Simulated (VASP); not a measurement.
# B (P6/mmm) in VASP: notebook, part 2 of 2

VASP 6.6.1.

## Step 3: Single point, PBE

This run uses another cell than the first one, of 10.51 Å³/atom.

INCAR

```
  PREC = Accurate
  ENCUT = 520
  EDIFF = 1E-7
  ISMEAR = 0
  SIGMA = 0.1
  LREAL = F
  LASPH = T
  NELM = 100
  ALGO = Normal
  ISIF = 2
  LWAVE = F
  LCHARG = T
  GGA = PE
  LELF = T
  LVHAR = T
  NBANDS = 22
```

KPOINTS

```
Automatic mesh
0
Gamma
  6 6 6
```

POSCAR

```
B
1.0
    5.6073571188      0.0000000000      0.0000000000
   -2.8036785594      4.8561137130      0.0000000000
    0.0000000000      0.0000000000      3.0886558455
B
8
Direct
    0.5000000000      0.0000000000      0.5000000000
    0.0000000000      0.5000000000      0.5000000000
    0.5000000000      0.5000000000      0.5000000000
    0.3333333333      0.6666666667      0.0000000000
    0.6666666667      0.3333333333      0.0000000000
    0.3333333333      0.6666666667      0.5000000000
    0.6666666667      0.3333333333      0.5000000000
    0.0000000000      0.0000000000      0.0000000000
```

Potentials or basis: VASP PAW PBE potentials, release 64 (B).

The run is started by

```bash
$ cat potpaw_PBE.64/B/POTCAR > POTCAR
$ mpirun -np 1 vasp_std > vasp.out
```

It took 65 s on 1 thread of Intel Xeon 8259CL, shared host; peak memory 0.2 GiB.

Results (log left out):

```
Free energy            : -40.4062 eV
Pressure               : 0.0 GPa
Band gap on the k mesh : zero (bands 12 and 13 overlap by 3.21 eV)
```

Stress tensor (GPa, compression positive):
```
 0.05  0.00  0.00
 0.00  0.05  0.00
 0.00  0.00 -0.17
```

Levels at points of the mesh, in eV from the Fermi level:
```
           k point  band 9  band 10  band 11  band 12  band 13  band 14  band 15  band 16
(0.00, 0.00, 0.00)   -5.43    -1.07    -1.07     1.42     2.46     2.46     3.21     3.33
(0.50, 0.00, 0.00)   -5.19    -1.20     0.15     0.54     1.80     2.01     2.42     2.54
(0.00, 0.00, 0.50)   -4.47    -4.47    -3.58    -0.93    -0.71    -0.71     1.15     1.15
(0.50, 0.00, 0.50)   -4.54    -4.52    -1.93    -1.23    -1.21     0.78     1.04     1.89
```

## Step 4: Relaxation of cell and atoms, PBE

INCAR

```
ALGO = Normal ; EDIFF = 1E-6
EDIFFG = -0.04 ; ENCUT = 600
GGA = PE ; IBRION = 2
ISIF = 3 ; ISMEAR = 0
LASPH = T ; LCHARG = F
LREAL = F ; LWAVE = F
NELM = 80 ; NSW = 90
PREC = Accurate ; SIGMA = 0.1
```

KPOINTS

```
k-points
0
Gamma
  6 6 6
```

POSCAR

```
B
1.0
    3.9484462200      0.0000000000      0.0000000000
   -1.9742231100      3.4194547300      0.0000000000
    0.0000000000      0.0000000000      3.0805994500
B
8
Direct
    0.5000000000      0.0000000000      0.5000000000
    0.0000000000      0.5000000000      0.5000000000
    0.5000000000      0.5000000000      0.5000000000
    0.3333333300      0.6666666700      0.0000000000
    0.6666666700      0.3333333300      0.0000000000
    0.3333333300      0.6666666700      0.5000000000
    0.6666666700      0.3333333300      0.5000000000
    0.0000000000      0.0000000000      0.0000000000
```

The run is started by

```bash
$ cat potpaw_PBE.64/B/POTCAR > POTCAR
$ mpirun -np 1 vasp_std > vasp.out
```

It took 3.2 min on 1 thread of Intel Xeon 8259CL, shared host; peak memory 0.17 GiB.

Results (log left out):

```yaml
Free_energy: -40.3361 eV
Relaxed_volume: 10.44 Å³/atom
Relaxed_cell: a = 5.592 Å, b = 5.592 Å, c = 3.085 Å, α = 90.00°, β = 90.00°, γ = 120.00°
Space_group_after_relaxing_to_0.1_Å: P6/mmm (No. 191)
Energy_gained_by_relaxing: 4046.1 meV/atom
Ionic_steps: 9
Pressure_after_relaxing: 0.2 GPa
Band_gap_on_the_k_mesh: zero (bands 12 and 13 overlap by 3.24 eV)
```

Stress tensor (GPa, compression positive):
```
0.01 0.00 0.00
0.00 0.01 0.00
0.00 0.00 0.46
```

Step by step:
```
step  energy change (eV)  largest force (eV/Å)  pressure (GPa)  volume (Å³)
   1              0.0000                0.0000          314.87        41.59
   2            -26.9733                0.0000          -22.26       133.70
   3            -31.2260                0.0000           -1.23        86.17
   4            -31.2381                0.0000           -8.83        92.71
   5            -31.2783                0.0000           -6.28        90.24
   6            -32.3047                0.0000           -3.93        85.95
   7            -32.3587                0.0000           -2.17        85.08
   8            -32.3612                0.0000           -1.70        84.86
   9            -32.3687                0.0000            0.16        83.53
```

Final structure:
```yaml
crystal:
  lattice:
    - [5.59155, 0.00000, 0.00000]
    - [-2.79578, 4.84243, 0.00000]
    - [0.00000, 0.00000, 3.08506]
  atoms:
    - { symbol: B, position: [0.50000, 0.00000, 0.50000] }
    - { symbol: B, position: [0.00000, 0.50000, 0.50000] }
    - { symbol: B, position: [0.50000, 0.50000, 0.50000] }
    - { symbol: B, position: [0.33333, 0.66667, 0.00000] }
    - { symbol: B, position: [0.66667, 0.33333, 0.00000] }
    - { symbol: B, position: [0.33333, 0.66667, 0.50000] }
    - { symbol: B, position: [0.66667, 0.33333, 0.50000] }
    - { symbol: B, position: [0.00000, 0.00000, 0.00000] }
```

Levels at points of the mesh, in eV from the Fermi level:
```csv
k point,band 8,band 9,band 10,band 11,band 12,band 13,band 14,band 15,band 16,band 17
"(0.00, 0.00, 0.00)",-5.61,-5.43,-1.07,-1.07,1.45,2.46,2.46,3.23,3.37,3.97
"(0.50, 0.00, 0.00)",-6.12,-5.20,-1.20,0.16,0.55,1.82,2.03,2.42,2.56,2.97
"(0.00, 0.00, 0.50)",-5.19,-4.49,-4.49,-3.58,-0.94,-0.72,-0.72,1.15,1.15,3.95
"(0.50, 0.00, 0.50)",-4.76,-4.55,-4.54,-1.93,-1.23,-1.21,0.79,1.05,1.89,1.92
```

Caveat: the volume moved by over 15 % at a fixed basis, so the end points are rough.

## Step 5: Single point, PBE

This run uses another cell than the first one, of 10.51 Å³/atom.

INCAR

```
SYSTEM = B
ALGO = Normal
EDIFF = 1E-7
ENCUT = 520
GGA = PE
ISIF = 2
ISMEAR = 0
LASPH = .TRUE.
LCHARG = .FALSE.
LREAL = .FALSE.
LWAVE = .FALSE.
NBANDS = 22
NELM = 100
PREC = Accurate
SIGMA = 0.1
```

KPOINTS

```
k-points
0
G
  9 9 12
  0 0 0
```

POSCAR

```
B
1.0
    5.6156555643      0.0000000000      0.0000000000
   -2.8078277822      4.8633003776      0.0000000000
    0.0000000000      0.0000000000      3.0783890462
B
8
Direct
    0.5000000000      0.0000000000      0.5000000000
    0.0000000000      0.5000000000      0.5000000000
    0.5000000000      0.5000000000      0.5000000000
    0.3333333333      0.6666666667      0.0000000000
    0.6666666667      0.3333333333      0.0000000000
    0.3333333333      0.6666666667      0.5000000000
    0.6666666667      0.3333333333      0.5000000000
    0.0000000000      0.0000000000      0.0000000000
```

The run is started by

```bash
$ cat potpaw_PBE.64/B/POTCAR > POTCAR
$ mpirun -np 1 vasp_std > vasp.out
```

Wall time 2.9 min (1 thread of Intel Xeon 8259CL, shared host); peak memory 0.25 GiB.

It converged, with:

```
Free energy            : -40.5610 eV
Pressure               : 0.0 GPa
Band gap on the k mesh : zero (bands 12 and 13 overlap by 3.23 eV)
```

Levels at points of the mesh, in eV from the Fermi level:
```csv
k point,band 9,band 10,band 11,band 12,band 13,band 14,band 15,band 16
"(0.00, 0.00, 0.00)",-5.38,-1.04,-1.04,1.51,2.52,2.52,3.31,3.34
"(0.00, 0.00, 0.50)",-4.46,-4.46,-3.51,-0.87,-0.67,-0.67,1.18,1.18
```

## Step 6: Relaxation of cell and atoms, PBE

This run uses another cell than the first one, of 10.51 Å³/atom.

INCAR

```
PREC     = Accurate       # precision mode
ENCUT    = 600            # plane-wave cutoff, eV
EDIFF    = 1E-7           # SCF threshold, eV
ISMEAR   = 0              # smearing method
SIGMA    = 0.1            # smearing width, eV
LREAL    = False          # projectors in reciprocal space
LASPH    = True           # aspherical terms in the spheres
NELM     = 60             # most SCF steps
ALGO     = Normal         # electronic algorithm
ISIF     = 3              # what is computed and relaxed
LWAVE    = False          # write WAVECAR
LCHARG   = False          # write CHGCAR
GGA      = PE             # functional
IBRION   = 2              # ionic algorithm
NSW      = 100            # ionic steps
EDIFFG   = -0.01          # ionic threshold
```

KPOINTS

```
regular mesh
0
Gamma
  9 9 12
```

Changes to POSCAR since step 5:

```diff
@@ -2,5 +2,5 @@
 1.0
-    5.6156555643      0.0000000000      0.0000000000
-   -2.8078277822      4.8633003776      0.0000000000
-    0.0000000000      0.0000000000      3.0783890462
+    5.6073571188      0.0000000000      0.0000000000
+   -2.8036785594      4.8561137130      0.0000000000
+    0.0000000000      0.0000000000      3.0886558455
 B
```

Potentials or basis: VASP PAW PBE potentials, release 64 (B).

The run is started by

```bash
$ cat potpaw_PBE.64/B/POTCAR > POTCAR
$ mpirun -np 1 vasp_std > vasp.out
```

Wall time 7.2 min (1 thread of Intel Xeon 8259CL, shared host); peak memory 0.3 GiB.

It converged, with:

| Property | Result |
| --- | --- |
| Free energy | -40.5674 eV |
| Relaxed volume | 10.50 Å³/atom |
| Relaxed cell | a = 5.613 Å, b = 5.613 Å, c = 3.077 Å, α = 90.00°, β = 90.00°, γ = 120.00° |
| Space group after relaxing (to 0.1 Å) | P6/mmm (No. 191) |
| Energy gained by relaxing | 0.2 meV/atom |
| Ionic steps | 3 |
| Pressure after relaxing | 0.1 GPa |
| Band gap on the k mesh | zero (bands 12 and 13 overlap by 3.23 eV) |

The path:
```tsv
step	energy change (eV)	largest force (eV/Å)	pressure (GPa)	volume (Å³)
1	0.0000	0.0000	-0.26	84.10
2	-0.0014	0.0000	0.31	83.89
3	-0.0019	0.0000	0.12	83.96
```

Final structure:
```cif
data_structure
_symmetry_space_group_name_H-M 'P 1'
_symmetry_Int_Tables_number 1
_cell_length_a 5.6128
_cell_length_b 5.6128
_cell_length_c 3.0774
_cell_angle_alpha 90.000
_cell_angle_beta 90.000
_cell_angle_gamma 120.000
_cell_volume 83.96
loop_
_atom_site_label
_atom_site_type_symbol
_atom_site_fract_x
_atom_site_fract_y
_atom_site_fract_z
_atom_site_occupancy
B1 B 0.50000 0.00000 0.50000 1
B2 B 0.00000 0.50000 0.50000 1
B3 B 0.50000 0.50000 0.50000 1
B4 B 0.33333 0.66667 0.00000 1
B5 B 0.66667 0.33333 0.00000 1
B6 B 0.33333 0.66667 0.50000 1
B7 B 0.66667 0.33333 0.50000 1
B8 B 0.00000 0.00000 0.00000 1
```

Levels at points of the mesh, in eV from the Fermi level:
| k point | band 8 | band 9 | band 10 | band 11 | band 12 | band 13 | band 14 | band 15 | band 16 | band 17 |
| --- | --- | --- | --- | --- | --- | --- | --- | --- | --- | --- |
| (0.00, 0.00, 0.00) | -5.59 | -5.38 | -1.04 | -1.04 | 1.52 | 2.52 | 2.52 | 3.32 | 3.34 | 3.96 |
| (0.00, 0.00, 0.50) | -5.13 | -4.46 | -4.46 | -3.51 | -0.88 | -0.67 | -0.67 | 1.18 | 1.18 | 3.06 |

## Step 7: The runs side by side

```csv
task,cell,k mesh,cutoff (eV),gap on the mesh (eV),pressure (GPa),relaxed volume (Å³/atom)
single point,"a = 3.948, b = 3.948, c = 3.081 Å, angles 90.0, 90.0, 120.0°, 8 atoms",6 × 6 × 6,520,none,314.9,-
single point,"a = 5.607, b = 5.607, c = 3.089 Å, angles 90.0, 90.0, 120.0°, 8 atoms",6 × 6 × 6,520,none,0.0,-
relaxation of cell and atoms,"relaxed from a = 3.948, b = 3.948, c = 3.081 Å, angles 90.0, 90.0, 120.0°, 8 atoms",6 × 6 × 6,600,none,0.2,10.44
single point,"a = 5.616, b = 5.616, c = 3.078 Å, angles 90.0, 90.0, 120.0°, 8 atoms",9 × 9 × 12,520,none,0.0,-
relaxation of cell and atoms,"relaxed from a = 5.607, b = 5.607, c = 3.089 Å, angles 90.0, 90.0, 120.0°, 8 atoms",9 × 9 × 12,600,none,0.1,10.50
```

Alike in all rows: level PBE; potentials or basis VASP PAW PBE potentials, release 64 (B); no spin polarisation; smearing gaussian 0.1 eV.

Caveats: atoms lie so close that the PAW spheres overlap strongly, which falsifies energies and pressures (at least some runs); the cell stands under pressure (at least some runs); the volume moved by over 15 % at a fixed basis, so the end points are rough (at least some runs).

Total energies depend on the potentials used, so only differences within one code and one set of settings carry meaning.
